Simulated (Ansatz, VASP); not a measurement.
Two plane-wave programs on Si2C3

```
CELL_PARAMETERS angstrom
2.70913 0.00000 0.00000
-1.35457 2.34618 0.00000
0.00000 0.00000 21.65931
ATOMIC_POSITIONS crystal
Si 0.33333 0.66667 0.00000
Si 0.33333 0.66667 0.40000
Si 0.33333 0.66667 0.60000
Si 0.66667 0.33333 0.50000
C 0.33333 0.66667 0.20000
C 0.33333 0.66667 0.80000
C 0.66667 0.33333 0.10000
C 0.66667 0.33333 0.30000
C 0.66667 0.33333 0.70000
C 0.66667 0.33333 0.90000
```

Alike in both runs: task single point; functional PBE; k mesh 6 × 6 × 1; occupations gaussian, width 0.1 eV; no spin polarisation.

|  | VASP | Ansatz |
| --- | --- | --- |
| version | VASP 6.6.1 | Ansatz 0.2.0 |
| potentials or method | VASP PAW PBE potentials, release 64 (Si, C), cutoff 520 eV | scalar-relativistic, plane waves, PAW |
| valence electrons in the cell | 40 | 40 |

Ansatz gave:

```
gap on the k mesh at the Fermi level (eV)                     : none
pressure (GPa)                                                : -18.1
traceless stress, the component that is largest in VASP (GPa) : -2.54
rms of the force components (eV/Å)                            : 0.443
```

Q: Which values does VASP return?

A: gap on the k mesh at the Fermi level (eV): none; pressure (GPa): -18.1; traceless stress, the component that is largest in VASP (GPa): -2.52; rms of the force components (eV/Å): 0.442.

Atom by atom the forces differ by 0.001 eV/Å (rms over components). A gap of «none» marks a metal or a gap that the smearing closes.

The k mesh is coarse, so the values compare programs but aren't converged.
